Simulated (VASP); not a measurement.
# C in VASP: notebook

C is run at these levels: PBE+D3(BJ); tasks: single point.

Everything below comes from runs of VASP 6.6.1. Logs are shortened: lines on timing, memory, paths and dates and some standing lists are left out, and cuts for length are marked.

## Step 1: The cell of the first run

The cell holds a slab with vacuum, 2 atoms: a = 2.466 Å, b = 2.465 Å, c = 26.000 Å, α = 90.00°, β = 90.00°, γ = 120.01°.

## Step 2: Single point, PBE+D3(BJ)

INCAR reads:

```
PREC = Accurate
ENCUT = 520
EDIFF = 1E-6
ISMEAR = 0
SIGMA = 0.1
LREAL = False
LASPH = True
NELM = 60
ALGO = Normal
ISIF = 2
LWAVE = False
LCHARG = True
LDIPOL = True
IDIPOL = 3
DIPOL = 0.5 0.5 0.500
GGA = PE
IVDW = 12
LELF = True
LVHAR = True
LVACPOTAV = True
NBANDS = 11
```

KPOINTS reads:

```
regular mesh
0
Gamma
  8 8 1
```

POSCAR reads:

```
C
1.0
    2.4656258656      0.0000000000      0.0000000000
   -1.2328129328      2.1341717666      0.0000000000
    0.0000000000      0.0000000000     26.0000000000
C
2
Direct
    0.6666996635      0.3333993270      0.5000000000
    0.3333003365      0.6666006730      0.5000000000
```

Potentials or basis: VASP PAW PBE potentials, release 64 (C).

Started as:

```
$ cat potpaw_PBE.64/C/POTCAR > POTCAR
$ mpirun -np 1 vasp_std > vasp.out
```

OUTCAR:

```text
PREC = Accurate
   ENCUT = 520
   EDIFF = 1E-6
   ISMEAR = 0
   LREAL = False
   LASPH = True
   NELM = 60
   ISIF = 2
   GGA = PE
   IVDW = 12
 IVDW          = 12

 ion  position               nearest neighbor table
   1  0.667  0.333  0.500-   2 1.42   2 1.42   2 1.42
   2  0.333  0.667  0.500-   1 1.42   1 1.42   1 1.42

  Warning from LATTYP: Monoclinic adjustment (A1->A3, A2->A1, A3->A2)!
  LATTYP: Found a base centered orthorhombic cell.
 ALAT       =     2.4656258656
 B/A-ratio  =     1.7311399887
 C/A-ratio  =    10.5449899609

  Lattice vectors:

 A1 = (   1.2328129328,  -2.1341717666,   0.0000000000)
 A2 = (   1.2328129328,   2.1341717666,   0.0000000000)
 A3 = (   0.0000000000,   0.0000000000,  26.0000000000)

Analysis of symmetry for initial positions (statically):
=====================================================================
 Subroutine PRICEL returns:
 Original cell was already a primitive cell.

 Routine SETGRP: Setting up the symmetry group for a
 base centered orthorhombic supercell.

 Subroutine GETGRP returns: Found  8 space group operations
 (whereof  8 operations were pure point group operations)
 out of a pool of  8 trial point group operations.

The static configuration has the point symmetry D_2h.

Analysis of symmetry for dynamics (positions and initial velocities):
=====================================================================
 Subroutine PRICEL returns:
 Original cell was already a primitive cell.

 Routine SETGRP: Setting up the symmetry group for a
 base centered orthorhombic supercell.

 Subroutine GETGRP returns: Found  8 space group operations
 (whereof  8 operations were pure point group operations)
 out of a pool of  8 trial point group operations.

The dynamic configuration has the point symmetry D_2h.

 Subroutine INISYM returns: Found  8 space group operations
 (whereof  8 operations are pure point group operations),
 and found     1 'primitive' translations

----------------------------------------------------------------------------------------

                                     Primitive cell

  volume of cell :     136.8138

  direct lattice vectors                    reciprocal lattice vectors
     2.465625866  0.000000000  0.000000000     0.405576537  0.234282923  0.000000000
    -1.232812933  2.134171767  0.000000000     0.000000000  0.468565846  0.000000000
     0.000000000  0.000000000 26.000000000     0.000000000  0.000000000  0.038461538

  length of vectors
     2.465625866  2.464653496 26.000000000     0.468381058  0.468565846  0.038461538

  position of ions in fractional coordinates (direct lattice)
     0.666699663  0.333399327  0.500000000
     0.333300337  0.666600673  0.500000000

  ion indices of the primitive-cell ions
   primitive index   ion index
                 1           1
                 2           2

----------------------------------------------------------------------------------------

 KPOINTS: regular mesh

Automatic generation of k-mesh.
 Grid dimensions read from file:
 generate k-points for:    8    8    1

 Generating k-lattice:

  Cartesian coordinates                     Fractional coordinates (reciprocal lattice)
     0.050697067  0.029285365  0.000000000     0.125000000  0.000000000  0.000000000
     0.000000000  0.058570731  0.000000000     0.000000000  0.125000000  0.000000000
     0.000000000  0.000000000  0.038461538     0.000000000  0.000000000  1.000000000

  Length of vectors
     0.058547632  0.058570731  0.038461538

  Shift w.r.t. Gamma in fractional coordinates (k-lattice)
     0.000000000  0.000000000  0.000000000

 Subroutine IBZKPT returns following result:
 ===========================================

 Found     21 irreducible k-points:

 Following reciprocal coordinates:
            Coordinates               Weight
  0.000000  0.000000  0.000000      1.000000
  0.125000  0.000000  0.000000      4.000000
  0.250000  0.000000  0.000000      4.000000
  0.375000  0.000000  0.000000      4.000000
  0.500000  0.000000  0.000000      2.000000
  0.000000  0.125000  0.000000      2.000000
[... 13 lines left out ...]
  0.250000  0.375000  0.000000      2.000000
  0.000000  0.500000  0.000000      1.000000
   k-points           NKPTS =     21   k-points in BZ     NKDIM =     21   number of bands    NBANDS=     11
   number of dos      NEDOS =    301   number of ions     NIONS =      2
   total plane-waves  NPLWV =  63504
   dimension x,y,z NGX =    18 NGY =   18 NGZ =  196
   dimension x,y,z NGXF=    36 NGYF=   36 NGZF=  392
   ions per type =               2
   NGX,Y,Z   is equivalent  to a cutoff of  12.14, 12.14, 12.53 a.u.
   NGXF,Y,Z  is equivalent  to a cutoff of  24.27, 24.28, 25.06 a.u.
 SYSTEM =  unknown system
   PREC   = accura    normal or accurate (medium, high low for compatibility)
   ISTART =      0    job   : 0-new  1-cont  2-samecut
   ICHARG =      2    charge: 1-file 2-atom 10-const
   ISPIN  =      1    spin polarized calculation?
   LNONCOLLINEAR =      F non collinear calculations
   LSORBIT =      F    spin-orbit coupling
   LASPH  =      T    aspherical Exc in radial PAW
   ENCUT  =  520.0 eV  38.22 Ry    6.18 a.u.   4.58  4.58 48.34*2*pi/ulx,y,z
   NELM   =     60;   NELMIN=  2; NELMDL= -5     # of ELM steps
   EDIFF  = 0.1E-05   stopping-criterion for ELM
   LREAL  =      F    real-space projection
   EDIFFG = 0.1E-04   stopping-criterion for IOM
   NSW    =      0    number of steps for IOM
   IBRION =     -1    ionic relax: 0-MD 1-quasi-New 2-CG
   NFREE  =      0    steps in history (QN), initial steepest desc. (CG)
   ISIF   =      2    stress and relaxation
   ISYM   =      2    0-nonsym 1-usesym 2-fastsym
   POTIM  = 0.5000    time-step for ionic-motion
   TEBEG  =    0.0;   TEEND  =   0.0 temperature during run
   PSTRESS=    0.0 pullay stress
   NELECT =       8.0000    total number of electrons
   NUPDOWN=      -1.0000    fix difference up-down
   EMIN   =  10.00;   EMAX   =-10.00  energy-range for DOS
   EFERMI =   0.00;   METHOD = LEGACY
   ISMEAR =     0;   SIGMA  =   0.10  broadening in eV -4-tet -1-fermi 0-gaus
   EFERMI_NEDOS =   21; number of points for ismear=-14 and -15
   IALGO  =     38    algorithm
   IMIX   =      4    mixing-type and parameters
     AMIX     =   0.40;   BMIX     =  1.00
     AMIX_MAG =   1.60;   BMIX_MAG =  1.00
  volume/ion in A,a.u.               =      68.41       461.63
  Fermi-wavevector in a.u.,A,eV,Ry     =   0.635421  1.200771  5.493485  0.403760
  Thomas-Fermi vector in A             =   1.699748
   LORBIT       =      0    0 simple, 1 ext, 2 COOP (PROOUT), +10 PAW based schemes
   GGA     = PE    functional components
   LHFCALC =     F    Hartree Fock is set to
   AEXX    =    0.0000 exact exchange contribution
   IVDW    =    12    specifies the selected vdW correction
   LEPSILON=     F    determine dielectric tensor
   LRPA    =     F    only Hartree local field effects (RPA)
 non-spin polarized calculation
 Gauss-broadening in eV      SIGMA  =   0.10
  energy-cutoff  :      520.00
  volume of cell :      136.81
 maximum number of plane-waves:      3736
   NGX =  9   NGY =  9   NGZ = 97

 dipolmoment           0.000000      0.000000      0.000000 electrons x Angstroem

 number of electron       7.9999997 magnetization

 dipolmoment           0.000000      0.000000     -0.000000 electrons x Angstroem

 Free energy of the ion-electron system (eV)
  ---------------------------------------------------
  ext. energy  EPLUGINS =         0.00000000
  ---------------------------------------------------
  free energy    TOTEN  =       -18.45108839 eV

  energy without entropy =      -18.45108839  energy(sigma->0) =      -18.45108839

 E-fermi :  -3.6044     XC(G=0):  -1.6916

 val. band max:       -4.1055606017   @ k =   0.2500   0.3750   0.0000
 cond. band min:      -2.1354893406   @ k =   0.2500   0.3750   0.0000
 fundamental gap:      1.9700712611
 Fermi energy:        -3.6044309499

 k-point     1 :       0.0000    0.0000    0.0000
  band No.  band energies     occupation
      1     -22.6162      2.00000
      2     -10.7095      2.00000
      3      -6.1347      2.00000
      4      -6.1240      2.00000
      5       0.1717      0.00000
      6       0.9374      0.00000
      7       1.1848      0.00000
      8       1.6469      0.00000
      9       1.9591      0.00000
     10       2.8457      0.00000
     11       3.2408      0.00000

 k-point     2 :       0.1250    0.0000    0.0000
  band No.  band energies     occupation
      1     -22.2474      2.00000
      2     -10.2698      2.00000
      3      -7.5148      2.00000
      4      -6.8298      2.00000
      5       0.6730      0.00000
      6       1.4458      0.00000
      7       1.6999      0.00000
      8       2.1592      0.00000
      9       2.4711      0.00000
     10       3.3551      0.00000
     11       3.7490      0.00000

 k-point     3 :       0.2500    0.0000    0.0000
  band No.  band energies     occupation
      1     -21.1503      2.00000
      2     -10.5220      2.00000
      3      -8.9809      2.00000
      4      -8.1378      2.00000
      5       2.1746      0.00000
      6       2.9546      0.00000
      7       3.2448      0.00000
      8       3.6814      0.00000
      9       4.0049      0.00000
     10       4.1846      0.00000
     11       4.9442      0.00000

 k-point     4 :       0.3750    0.0000    0.0000
  band No.  band energies     occupation
      1     -19.3630      2.00000
      2     -13.8001      2.00000
      3      -9.1440      2.00000
      4      -7.0008      2.00000
      5       0.7060      0.00000
      6       4.4305      0.00000
      7       4.7336      0.00000
      8       5.5072      0.00000
      9       5.8207      0.00000
     10       6.2546      0.00000
     11       6.5711      0.00000

 k-point     5 :       0.5000    0.0000    0.0000
  band No.  band energies     occupation
      1     -17.3718      2.00000
      2     -16.3316      2.00000
      3      -9.5059      2.00000
      4      -5.4477      2.00000
      5      -1.4072      0.00000
      6       4.3005      0.00000
      7       8.0269      0.00000
      8       8.1804      0.00000
      9       8.8653      0.00000
     10       9.0575      0.00000
     11       9.4252      0.00000
[... 169 lines left out ...]
 k-point    18 :       0.0000    0.3750    0.0000
  band No.  band energies     occupation
      1     -19.3601      2.00000
      2     -13.7942      2.00000
      3      -9.1551      2.00000
      4      -6.9980      2.00000
      5       0.7107      0.00000
      6       4.4157      0.00000
      7       4.7327      0.00000
      8       5.5105      0.00000
      9       5.8244      0.00000
     10       6.2581      0.00000
     11       6.5748      0.00000

 k-point    19 :       0.1250    0.3750    0.0000
  band No.  band energies     occupation
      1     -17.9997      2.00000
      2     -15.1020      2.00000
      3     -10.5287      2.00000
      4      -5.6485      2.00000
      5      -0.8481      0.00000
      6       5.8551      0.00000
      7       6.6539      0.00000
      8       7.4155      0.00000
      9       7.8845      0.00000
     10       8.2608      0.00000
     11       8.6154      0.00000

 k-point    20 :       0.2500    0.3750    0.0000
  band No.  band energies     occupation
      1     -16.4177      2.00000
      2     -15.5439      2.00000
      3     -12.8361      2.00000
      4      -4.1056      2.00000
      5      -2.1355      0.00000
      6       7.8280      0.00000
      7       9.0107      0.00000
      8       9.2153      0.00000
      9       9.5474      0.00000
     10      10.5897      0.00000
     11      10.9667      0.00000

 k-point    21 :       0.0000    0.5000    0.0000
  band No.  band energies     occupation
      1     -17.3652      2.00000
      2     -16.3296      2.00000
      3      -9.5173      2.00000
      4      -5.4437      2.00000
      5      -1.4032      0.00000
      6       4.2803      0.00000
      7       8.0335      0.00000
      8       8.1865      0.00000
      9       8.8693      0.00000
     10       9.0639      0.00000
     11       9.4299      0.00000

------------------------ aborting loop because EDIFF is reached ----------------------------------------

 Edisp (eV)   -0.17718

 E8    (eV) :    -0.0555

  FORCE on cell =-STRESS in cart. coord.  units (eV):
  Direction    XX          YY          ZZ          XY          YZ          ZX
  --------------------------------------------------------------------------------------
  -------------------------------------------------------------------------------------
  Total       0.09890     0.14574    -0.01045     0.00000     0.00000     0.00000
  in kB       1.15822     1.70674    -0.12243     0.00000     0.00000     0.00000
  external pressure =        0.91 kB  Pullay stress =        0.00 kB

 VOLUME and BASIS-vectors are now :
 -----------------------------------------------------------------------------
  energy-cutoff  :      520.00
  volume of cell :      136.81
      direct lattice vectors                 reciprocal lattice vectors
     2.465625866  0.000000000  0.000000000     0.405576537  0.234282923  0.000000000
    -1.232812933  2.134171767  0.000000000     0.000000000  0.468565846  0.000000000
     0.000000000  0.000000000 26.000000000     0.000000000  0.000000000  0.038461538

 POSITION                                       TOTAL-FORCE (eV/Angst)
 -----------------------------------------------------------------------------------
      1.23281      0.71153     13.00000        -0.000000     -0.008871      0.000000
      0.00000      1.42264     13.00000         0.000000      0.008871      0.000000
 -----------------------------------------------------------------------------------
    total drift:                               -0.000000      0.000000     -0.000000

  FREE ENERGIE OF THE ION-ELECTRON SYSTEM (eV)
  ---------------------------------------------------
  free  energy   TOTEN  =       -18.6282731692 eV

  energy  without entropy=      -18.6282731692  energy(sigma->0) =      -18.62827317

 vacuum level on the upper side and lower side of the slab         1.156         1.156
```

Wall time 52 s (1 thread of Intel Xeon 6975P-C (Granite Rapids), shared host); peak memory 0.23 GiB.

What came out:

```yaml
Free_energy: -18.6283 eV
Largest_force: 0.009 eV/Å
Band_gap_on_the_k_mesh: 1.97 eV, direct
Dispersion_energy_per_atom: -0.089 eV
```

Forces on the atoms (eV/Å):
```
C    0.000 -0.009  0.000
C    0.000  0.009  0.000
```

Levels at points of the mesh, in eV from the valence-band top:
```tsv
k point	band 1	band 2	band 3	band 4	band 5	band 6	band 7	band 8	band 9
(0.00, 0.00, 0.00)	-18.51	-6.60	-2.03	-2.02	4.28	5.04	5.29	5.75	6.06
(0.50, 0.00, 0.00)	-13.27	-12.23	-5.40	-1.34	2.70	8.41	12.13	12.29	12.97
(0.00, 0.50, 0.00)	-13.26	-12.22	-5.41	-1.34	2.70	8.39	12.14	12.29	12.97
```

## Step 3: Single point, PBE+D3(BJ)

INCAR reads:

```
SYSTEM = C
ALGO = Normal
DIPOL = 0.5 0.5 0.500
EDIFF = 1E-7
ENCUT = 520
GGA = PE
IDIPOL = 3
ISIF = 2
ISMEAR = 0
IVDW = 12
LASPH = .TRUE.
LCHARG = .FALSE.
LDIPOL = .TRUE.
LREAL = .FALSE.
LWAVE = .FALSE.
NBANDS = 11
NELM = 60
PREC = Accurate
SIGMA = 0.02
```

KPOINTS reads:

```
k-points
0
G
  12 12 1
  0 0 0
```

POSCAR reads:

```
C
1.0
    2.4691931493      0.0000000000      0.0000000000
   -1.2345965747      2.1325997647      0.0000000000
    0.0000000000      0.0000000000     26.0000000000
C
2
Direct
    0.6663562897      0.3327125795      0.5000000000
    0.3336437103      0.6672874205      0.5000000000
```

Potentials or basis: VASP PAW PBE potentials, release 64 (C).

Started as:

```
$ cat potpaw_PBE.64/C/POTCAR > POTCAR
$ mpirun -np 1 vasp_std > vasp.out
```

It took 1.7 min on 1 thread of Intel Xeon 6975P-C (Granite Rapids), shared host; peak memory 0.25 GiB.

It converged, with:

```yaml
Free_energy: -18.6221 eV
Band_gap_on_the_k_mesh: 0.07 eV, direct
Dispersion_energy_per_atom: -0.089 eV
```

Levels at points of the mesh, in eV from the valence-band top:
```tsv
k point	band 2	band 3	band 4	band 5	band 6	band 7
(0.00, 0.00, 0.00)	-7.58	-3.04	-2.98	3.30	4.07	4.34
(0.50, 0.00, 0.00)	-13.20	-6.38	-2.35	1.73	7.43	11.13
(0.00, 0.50, 0.00)	-13.23	-6.40	-2.28	1.68	7.34	11.17
```

(Continued in part 2 of 2.)
